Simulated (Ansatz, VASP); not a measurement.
This is a calculation of O for VASP 6.6.1.

The input POSCAR:

```
O
1.0
    2.8128656582     -1.6399481055      0.0000000000
    2.8128656582      1.6399481055      0.0000000000
   -2.3621294444      0.0000000000      3.5977596782
O
2
Direct
    0.9745461700      0.9745461700      0.8444259800
    0.0254538300      0.0254538300      0.1555740200
```

INCAR.step1

```
PREC = Accurate
ENCUT = 520
ISMEAR = -1
SIGMA = 0.05
LREAL = F
LASPH = T
NELM = 80
NBANDS = 13
GGA = PE
ALGO = Normal
EDIFF = 1E-4
LWAVE = T
LCHARG = F
```

The input INCAR.step2:

```
PREC = Accurate
ENCUT = 520
EDIFF = 1E-6
ISMEAR = -1
SIGMA = 0.05
LREAL = F
LASPH = T
NELM = 80
ALGO = Normal
ISIF = 2
LWAVE = F
LCHARG = F
METAGGA = R2SCAN
LMIXTAU = T
NBANDS = 13
ISTART = 1
```

Contents of KPOINTS:

```
Automatic mesh
0
Gamma
  10 10 7
```

Potentials or basis: VASP PAW PBE potentials, release 64 (O).

Run with:

```console
$ cat potpaw_PBE.64/O/POTCAR > POTCAR
$ cp INCAR.step1 INCAR
$ mpirun -np 1 vasp_std > vasp.out
$ cp INCAR.step2 INCAR
$ mpirun -np 1 vasp_std > vasp.out
```

Problem. Translate it to Ansatz 0.2.0. Potentials there: Ansatz PAW.

Solution. As run (the cutoff follows the program's own potentials):

The input input.yaml:

```yaml
crystal:
  lattice:
    - [2.8128656582, -1.6399481055, 0.0]
    - [2.8128656582, 1.6399481055, 0.0]
    - [-2.3621294444, 0.0, 3.5977596782]
  atoms:
    - { symbol: O, position: [0.97454617, 0.97454617, 0.84442598] }
    - { symbol: O, position: [0.02545383, 0.02545383, 0.15557402] }
hamiltonian:
  xc: r2scan
  pseudopotentials: { kind: paw }
kpoints:
  mp_grid: { grid: [10, 10, 7] }
scf:
  occupations: { method: fermi_dirac, width: 0.05 }
output:
  forces: true
  stress: true
  eigenvalues: true
```

Potentials or basis: Ansatz PAW.

Launch:

```bash
$ ansatz run input.yaml --threads 2 --pin off --max-ram 5632MiB --backend cpu --events-out ev --progress --plain --runs-dir out
```

Both were run:

|  | VASP | Ansatz | Ansatz less VASP |
| --- | --- | --- | --- |
| gap on the k mesh at the Fermi level (eV) | none | none | - |
| pressure (GPa) | -0.2 | -2.7 | -2.50 |
| traceless stress, the component that is largest in VASP (GPa) | -4.86 | -2.05 | +2.808 |
| rms of the force components (eV/Å) | 0.932 | 0.130 | -0.8018 |

VASP's potentials were made for PBE, not for r2SCAN. Atom by atom the forces differ by 0.846 eV/Å (rms over components). A gap of «none» marks a metal or a gap that the smearing closes. The functional is the same, so the differences come from potentials, cutoffs and numerics.

Noted on VASP's run: the standard files for N, O and F lose accuracy on very short bonds; spin is off for a triplet molecule. Noted on Ansatz's run: spin is off for a triplet molecule.
